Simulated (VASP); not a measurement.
# Ag in VASP: further runs

The runs below take Ag through single point, relaxation of the atoms, with LDA.

Program: VASP 6.6.1. These are calculated values, not measurements. Logs are shortened: lines on timing, memory, paths and dates and some standing lists are left out, and cuts for length are marked.

### Step 1. The cell of the first run

The cell holds a slab with vacuum, 5 atoms: a = 2.830 Å, b = 2.830 Å, c = 24.242 Å, α = 90.00°, β = 90.00°, γ = 120.00°.

### Step 2. Single point, LDA

Contents of INCAR:

```
  ALGO = Normal
  DIPOL = 0.5 0.5 0.500
  EDIFF = 1E-6
  ENCUT = 520
  GGA = CA
  IDIPOL = 3
  ISIF = 2
  ISMEAR = 0
  LASPH = True
  LCHARG = False
  LDIPOL = True
  LREAL = False
  LWAVE = False
  NBANDS = 36
  NELM = 60
  PREC = Accurate
  SIGMA = 0.1
```

Contents of KPOINTS:

```
k-points
0
Gamma
  12 12 1
```

Contents of POSCAR:

```
Ag
1.0
    2.8297151295      0.0000000000      0.0000000000
   -1.4148575648      2.4506051876      0.0000000000
    0.0000000000      0.0000000000     24.2418109130
Ag
5
Direct
    0.6666666667      0.3333333333      0.3093828273
    0.3333333333      0.6666666667      0.4046914137
    0.0000000000      0.0000000000      0.5000000000
    0.6666666667      0.3333333333      0.5953085863
    0.3333333333      0.6666666667      0.6906171727
```

Potentials or basis: VASP PAW LDA potentials, release 64 (Ag).

Command:

```sh
> cat potpaw_LDA.64/Ag/POTCAR > POTCAR
> mpirun -np 1 vasp_std > vasp.out
```

OUTCAR:

```text
EDIFF = 1E-6
   ENCUT = 520
   GGA = CA
   ISIF = 2
   ISMEAR = 0
   LASPH = True
   LREAL = False
   NELM = 60
   PREC = Accurate

 ion  position               nearest neighbor table
   1  0.667  0.333  0.309-   2 2.83   2 2.83   2 2.83
   2  0.333  0.667  0.405-   3 2.83   3 2.83   3 2.83   1 2.83   1 2.83   1 2.83
   3  0.000  0.000  0.500-   2 2.83   4 2.83   4 2.83   2 2.83   4 2.83   2 2.83
   4  0.667  0.333  0.595-   3 2.83   3 2.83   3 2.83   5 2.83   5 2.83   5 2.83
   5  0.333  0.667  0.691-   4 2.83   4 2.83   4 2.83

  LATTYP: Found a hexagonal cell.
 ALAT       =     2.8297151295
 C/A-ratio  =     8.5668732730

  Lattice vectors:

 A1 = (   2.8297151295,   0.0000000000,   0.0000000000)
 A2 = (  -1.4148575648,   2.4506051876,   0.0000000000)
 A3 = (   0.0000000000,   0.0000000000,  24.2418109130)

Analysis of symmetry for initial positions (statically):
=====================================================================
 Subroutine PRICEL returns:
 Original cell was already a primitive cell.

 Routine SETGRP: Setting up the symmetry group for a
 hexagonal supercell.

 Subroutine GETGRP returns: Found 12 space group operations
 (whereof 12 operations were pure point group operations)
 out of a pool of 24 trial point group operations.

The static configuration has the point symmetry D_3d.

Analysis of symmetry for dynamics (positions and initial velocities):
=====================================================================
 Subroutine PRICEL returns:
 Original cell was already a primitive cell.

 Routine SETGRP: Setting up the symmetry group for a
 hexagonal supercell.

 Subroutine GETGRP returns: Found 12 space group operations
 (whereof 12 operations were pure point group operations)
 out of a pool of 24 trial point group operations.

The dynamic configuration has the point symmetry D_3d.

 Subroutine INISYM returns: Found 12 space group operations
 (whereof 12 operations are pure point group operations),
 and found     1 'primitive' translations

----------------------------------------------------------------------------------------

                                     Primitive cell

  volume of cell :     168.1052

  direct lattice vectors                    reciprocal lattice vectors
     2.829715129  0.000000000  0.000000000     0.353392463  0.204031234  0.000000000
    -1.414857565  2.450605188  0.000000000     0.000000000  0.408062468  0.000000000
     0.000000000  0.000000000 24.241810913     0.000000000  0.000000000  0.041251044

  length of vectors
     2.829715129  2.829715130 24.241810913     0.408062468  0.408062468  0.041251044

  position of ions in fractional coordinates (direct lattice)
     0.666666667  0.333333333  0.309382827
     0.333333333  0.666666667  0.404691414
     0.000000000  0.000000000  0.500000000
     0.666666667  0.333333333  0.595308586
     0.333333333  0.666666667  0.690617173

  ion indices of the primitive-cell ions
   primitive index   ion index
                 1           1
                 2           2
                 3           3
                 4           4
                 5           5

----------------------------------------------------------------------------------------

 KPOINTS: k-points

Automatic generation of k-mesh.
 Grid dimensions read from file:
 generate k-points for:   12   12    1

 Generating k-lattice:

  Cartesian coordinates                     Fractional coordinates (reciprocal lattice)
     0.029449372  0.017002603  0.000000000     0.083333333 -0.000000000  0.000000000
     0.000000000  0.034005206  0.000000000     0.000000000  0.083333333  0.000000000
     0.000000000  0.000000000  0.041251044     0.000000000  0.000000000  1.000000000

  Length of vectors
     0.034005206  0.034005206  0.041251044

  Shift w.r.t. Gamma in fractional coordinates (k-lattice)
     0.000000000  0.000000000  0.000000000

 Subroutine IBZKPT returns following result:
 ===========================================

 Found     19 irreducible k-points:

 Following reciprocal coordinates:
            Coordinates               Weight
  0.000000  0.000000  0.000000      1.000000
  0.083333  0.000000  0.000000      6.000000
  0.166667  0.000000  0.000000      6.000000
  0.250000  0.000000  0.000000      6.000000
  0.333333  0.000000  0.000000      6.000000
  0.416667  0.000000  0.000000      6.000000
[... 11 lines left out ...]
  0.333333  0.250000  0.000000     12.000000
  0.333333  0.333333  0.000000      2.000000
   k-points           NKPTS =     19   k-points in BZ     NKDIM =     19   number of bands    NBANDS=     36
   number of dos      NEDOS =    301   number of ions     NIONS =      5
   total plane-waves  NPLWV = 103680
   dimension x,y,z NGX =    24 NGY =   24 NGZ =  180
   dimension x,y,z NGXF=    48 NGYF=   48 NGZF=  360
   ions per type =               5
   NGX,Y,Z   is equivalent  to a cutoff of  14.10, 14.10, 12.34 a.u.
   NGXF,Y,Z  is equivalent  to a cutoff of  28.20, 28.20, 24.69 a.u.
 SYSTEM =  unknown system
   PREC   = accura    normal or accurate (medium, high low for compatibility)
   ISTART =      0    job   : 0-new  1-cont  2-samecut
   ICHARG =      2    charge: 1-file 2-atom 10-const
   ISPIN  =      1    spin polarized calculation?
   LNONCOLLINEAR =      F non collinear calculations
   LSORBIT =      F    spin-orbit coupling
   LASPH  =      T    aspherical Exc in radial PAW
   ENCUT  =  520.0 eV  38.22 Ry    6.18 a.u.   5.26  5.26 45.07*2*pi/ulx,y,z
   NELM   =     60;   NELMIN=  2; NELMDL= -5     # of ELM steps
   EDIFF  = 0.1E-05   stopping-criterion for ELM
   LREAL  =      F    real-space projection
   EDIFFG = 0.1E-04   stopping-criterion for IOM
   NSW    =      0    number of steps for IOM
   IBRION =     -1    ionic relax: 0-MD 1-quasi-New 2-CG
   NFREE  =      0    steps in history (QN), initial steepest desc. (CG)
   ISIF   =      2    stress and relaxation
   ISYM   =      2    0-nonsym 1-usesym 2-fastsym
   POTIM  = 0.5000    time-step for ionic-motion
   TEBEG  =    0.0;   TEEND  =   0.0 temperature during run
   PSTRESS=    0.0 pullay stress
   NELECT =      55.0000    total number of electrons
   NUPDOWN=      -1.0000    fix difference up-down
   EMIN   =  10.00;   EMAX   =-10.00  energy-range for DOS
   EFERMI =   0.00;   METHOD = LEGACY
   ISMEAR =     0;   SIGMA  =   0.10  broadening in eV -4-tet -1-fermi 0-gaus
   EFERMI_NEDOS =   21; number of points for ismear=-14 and -15
   IALGO  =     38    algorithm
   IMIX   =      4    mixing-type and parameters
     AMIX     =   0.40;   BMIX     =  1.00
     AMIX_MAG =   1.60;   BMIX_MAG =  1.00
  volume/ion in A,a.u.               =      33.62       226.89
  Fermi-wavevector in a.u.,A,eV,Ry     =   1.128068  2.131740 17.313928  1.272538
  Thomas-Fermi vector in A             =   2.264757
   LORBIT       =      0    0 simple, 1 ext, 2 COOP (PROOUT), +10 PAW based schemes
   GGA     = CA    functional components
   LHFCALC =     F    Hartree Fock is set to
   AEXX    =    0.0000 exact exchange contribution
   IVDW    =     0    specifies the selected vdW correction
   LEPSILON=     F    determine dielectric tensor
   LRPA    =     F    only Hartree local field effects (RPA)
 non-spin polarized calculation
 Gauss-broadening in eV      SIGMA  =   0.10
  energy-cutoff  :      520.00
  volume of cell :      168.11
 maximum number of plane-waves:      4552
 NGX is ok and might be reduce to    24
   NGX = 11   NGY = 11   NGZ = 91

 number of electron      55.0000010 magnetization

 dipolmoment           0.000000      0.000000     -0.000000 electrons x Angstroem

 Free energy of the ion-electron system (eV)
  ---------------------------------------------------
  ext. energy  EPLUGINS =         0.00000000
  ---------------------------------------------------
  free energy    TOTEN  =       -17.87882737 eV

  energy without entropy =      -17.86903453  energy(sigma->0) =      -17.87393095

 E-fermi :   1.7619     XC(G=0):  -6.9126

 val. band max:        1.7459435342   @ k =   0.2500   0.0833   0.0000
 cond. band min:       1.7783672825   @ k =   0.4167   0.0000   0.0000
 fundamental gap:      0.0324237483
 Fermi energy:         1.7618932507

 k-point     1 :       0.0000    0.0000    0.0000
  band No.  band energies     occupation
      1      -6.1939      2.00000
      2      -5.5190      2.00000
      3      -4.9194      2.00000
      4      -4.7322      2.00000
      5      -4.7276      2.00000
      6      -3.2039      2.00000
[... 28 lines left out ...]
     35       8.4411      0.00000
     36       8.8399      0.00000

 k-point     2 :       0.0833    0.0000    0.0000
  band No.  band energies     occupation
      1      -5.9954      2.00000
      2      -5.3289      2.00000
      3      -4.7802      2.00000
      4      -4.5827      2.00000
      5      -4.5595      2.00000
      6      -3.3432      2.00000
[... 28 lines left out ...]
     35       8.6038      0.00000
     36       8.9936      0.00000

 k-point     3 :       0.1667    0.0000    0.0000
  band No.  band energies     occupation
      1      -5.4556      2.00000
      2      -4.8509      2.00000
      3      -4.4633      2.00000
      4      -4.2618      2.00000
      5      -4.1328      2.00000
      6      -3.6222      2.00000
[... 28 lines left out ...]
     35       9.1021      0.00000
     36       9.4564      0.00000

 k-point     4 :       0.2500    0.0000    0.0000
  band No.  band energies     occupation
      1      -4.8472      2.00000
      2      -4.4967      2.00000
      3      -4.3635      2.00000
      4      -4.1191      2.00000
      5      -4.0553      2.00000
      6      -3.7940      2.00000
[... 28 lines left out ...]
     35       9.9387      0.00000
     36      10.2284      0.00000

 k-point     5 :       0.3333    0.0000    0.0000
  band No.  band energies     occupation
      1      -4.6977      2.00000
      2      -4.5792      2.00000
      3      -4.4607      2.00000
      4      -4.4120      2.00000
      5      -4.2018      2.00000
      6      -4.0329      2.00000
[... 460 lines left out ...]
 k-point    17 :       0.2500    0.2500    0.0000
  band No.  band energies     occupation
      1      -4.3327      2.00000
      2      -4.2858      2.00000
      3      -4.1254      2.00000
      4      -3.9651      2.00000
      5      -3.8390      2.00000
      6      -3.8372      2.00000
[... 28 lines left out ...]
     35       9.2315      0.00000
     36      10.0122      0.00000

 k-point    18 :       0.3333    0.2500    0.0000
  band No.  band energies     occupation
      1      -4.3725      2.00000
      2      -4.2014      2.00000
      3      -4.0667      2.00000
      4      -3.9800      2.00000
      5      -3.8956      2.00000
      6      -3.7945      2.00000
[... 28 lines left out ...]
     35       8.4327      0.00000
     36       9.1855      0.00000

 k-point    19 :       0.3333    0.3333    0.0000
  band No.  band energies     occupation
      1      -4.1474      2.00000
      2      -4.1178      2.00000
      3      -4.1178      2.00000
      4      -3.8796      2.00000
      5      -3.7819      2.00000
      6      -3.7819      2.00000
[... 28 lines left out ...]
     35       8.4173      0.00000
     36       8.6897      0.00000

------------------------ aborting loop because EDIFF is reached ----------------------------------------

 vacuum level on the upper side and lower side of the slab       (xc-potential included)        -0.138        -0.138

  FORCE on cell =-STRESS in cart. coord.  units (eV):
  Direction    XX          YY          ZZ          XY          YZ          ZX
  --------------------------------------------------------------------------------------
  -------------------------------------------------------------------------------------
  Total       -1.3581600     -1.3581600     -0.6428811      0.0000000      0.0000000      0.0000000
  in kB      -12.9443540    -12.9443540     -6.1271722      0.0000000      0.0000000      0.0000000
  external PRESSURE =     -10.6719601 kB  Pullay stress =       0.0000000 kB

 VOLUME and BASIS-vectors are now :
 -----------------------------------------------------------------------------
  energy-cutoff  :      520.00
  volume of cell :      168.11
      direct lattice vectors                 reciprocal lattice vectors
     2.829715129  0.000000000  0.000000000     0.353392463  0.204031234  0.000000000
    -1.414857565  2.450605188  0.000000000     0.000000000  0.408062468  0.000000000
     0.000000000  0.000000000 24.241810913     0.000000000  0.000000000  0.041251044

 POSITION                                       TOTAL-FORCE (eV/Angst)
 -----------------------------------------------------------------------------------
      1.41486      0.81687      7.50000        -0.000000      0.000000      0.037485
     -0.00000      1.63374      9.81045         0.000000      0.000000      0.056249
      0.00000      0.00000     12.12091        -0.000000      0.000000      0.000000
      1.41486      0.81687     14.43136        -0.000000     -0.000000     -0.056249
     -0.00000      1.63374     16.74181         0.000000     -0.000000     -0.037485
 -----------------------------------------------------------------------------------
    total drift:                               -0.000000      0.000000      0.000000

  FREE ENERGIE OF THE ION-ELECTRON SYSTEM (eV)
  ---------------------------------------------------
  free  energy   TOTEN  =       -17.8788273656 eV

  energy  without entropy=      -17.8690345328  energy(sigma->0) =      -17.87393095

 vacuum level on the upper side and lower side of the slab         6.548         6.548
```

Run time: 2.4 min. Hardware: 1 thread of AMD EPYC 7R13 (Zen 3), shared host; peak memory 0.25 GiB.

Results:

- Free energy: -17.8788 eV
- Largest force: 0.056 eV/Å

Forces on the atoms (eV/Å):
```
Ag   0.000  0.000  0.037
Ag   0.000  0.000  0.056
Ag   0.000  0.000  0.000
Ag   0.000  0.000 -0.056
Ag   0.000  0.000 -0.037
```

### Step 3. Single point, LDA

Contents of INCAR:

```
SYSTEM = Ag
  ALGO = Normal
  DIPOL = 0.5 0.5 0.500
  EDIFF = 1E-6
  ENCUT = 520
  IDIPOL = 3
  ISIF = 2
  ISMEAR = 0
  LASPH = .True.
  LCHARG = .False.
  LDIPOL = .True.
  LREAL = .False.
  LWAVE = .False.
  NBANDS = 36
  NELM = 100
  PREC = Accurate
  SIGMA = 0.1
```

Contents of KPOINTS:

```
k-points
0
Gamma
  12 12 1
  0 0 0
```

Contents of POSCAR:

```
Ag
1.0
    2.8297151295      0.0000000000      0.0000000000
   -1.4148575648      2.4506051876      0.0000000000
    0.0000000000      0.0000000000     24.2418109130
Ag
5
Direct
    0.6666666667      0.3333333333      0.3108783182
    0.3333333333      0.6666666667      0.4057069100
    0.0000000000      0.0000000000      0.5000000004
    0.6666666667      0.3333333333      0.5942930908
    0.3333333333      0.6666666667      0.6891216807
```

Potentials or basis: VASP PAW LDA potentials, release 64 (Ag).

Command:

```sh
> cat potpaw_LDA.64/Ag/POTCAR > POTCAR
> mpirun -np 1 vasp_std > vasp.out
```

Run time: 2.6 min. Hardware: 1 thread of AMD EPYC 7R13 (Zen 3), shared host; peak memory 0.25 GiB.

The run converged. Its results:

```
Free energy   : -17.8812 eV
Largest force : 0.009 eV/Å
```

Forces in eV/Å, atoms in the order of the input:
```
Ag   0.000  0.000 -0.009
Ag   0.000  0.000 -0.003
Ag   0.000  0.000  0.000
Ag   0.000  0.000  0.003
Ag   0.000  0.000  0.009
```

Levels at points of the mesh, in eV from the Fermi level:
```tsv
k point	band 24	band 25	band 26	band 27	band 28	band 29	band 30	band 31	band 32	band 33
(0.00, 0.00, 0.00)	-3.48	-3.18	-3.18	-2.94	-2.94	-2.93	-0.80	0.04	4.34	4.79
(0.50, 0.00, 0.00)	-2.65	-2.63	-0.15	0.65	1.22	1.52	1.59	4.27	4.76	5.23
```

### Step 4. Relaxation of the atoms, LDA

Contents of INCAR:

```
ALGO = Normal
DIPOL = 0.5 0.5 0.500
EDIFF = 1E-6
EDIFFG = -0.02
ENCUT = 520
GGA = CA
IBRION = 2
IDIPOL = 3
ISIF = 2
ISMEAR = 0
LASPH = True
LCHARG = False
LDIPOL = True
LREAL = False
LWAVE = False
NELM = 60
NSW = 80
PREC = Accurate
SIGMA = 0.1
```

Contents of KPOINTS:

```
k-points
0
Gamma
  12 12 1
```

Contents of POSCAR:

```
Ag
1.0
    2.8297151295      0.0000000000      0.0000000000
   -1.4148575648      2.4506051876      0.0000000000
    0.0000000000      0.0000000000     24.2418109130
Ag
5
Direct
    0.6666666667      0.3333333333      0.3093828273
    0.3333333333      0.6666666667      0.4046914137
    0.0000000000      0.0000000000      0.5000000000
    0.6666666667      0.3333333333      0.5953085863
    0.3333333333      0.6666666667      0.6906171727
```

Command:

```sh
> cat potpaw_LDA.64/Ag/POTCAR > POTCAR
> mpirun -np 1 vasp_std > vasp.out
```

It took 11 min on 1 thread of Intel Xeon 8259CL, shared host; peak memory 0.28 GiB.

Results (log left out):

```
Free energy               : -17.8813 eV
Energy gained by relaxing : 0.5 meV/atom
Ionic steps               : 7
```

Step by step:
```csv
step,energy change (eV),largest force (eV/Å),pressure (GPa)
1,0.0000,0.0562,-1.07
2,-0.0004,0.0424,-1.05
3,-0.0013,0.0477,-0.98
4,-0.0012,0.0834,-0.84
5,-0.0015,0.0552,-0.92
6,-0.0019,0.0403,-0.87
7,-0.0024,0.0015,-0.72
```

Final structure:
```cif
data_structure
_symmetry_space_group_name_H-M 'P 1'
_symmetry_Int_Tables_number 1
_cell_length_a 2.8297
_cell_length_b 2.8297
_cell_length_c 24.2418
_cell_angle_alpha 90.000
_cell_angle_beta 90.000
_cell_angle_gamma 120.000
_cell_volume 168.11
loop_
_atom_site_label
_atom_site_type_symbol
_atom_site_fract_x
_atom_site_fract_y
_atom_site_fract_z
_atom_site_occupancy
Ag1 Ag 0.66667 0.33333 0.31065 1
Ag2 Ag 0.33333 0.66667 0.40558 1
Ag3 Ag 0.00000 0.00000 0.50000 1
Ag4 Ag 0.66667 0.33333 0.59442 1
Ag5 Ag 0.33333 0.66667 0.68935 1
```

Levels at points of the mesh, in eV from the Fermi level:
```tsv
k point	band 26	band 27	band 28	band 29	band 30	band 31
(0.00, 0.00, 0.00)	-3.17	-2.94	-2.94	-2.92	-0.80	0.04
(0.50, 0.00, 0.00)	-0.14	0.65	1.22	1.52	1.59	4.27
```
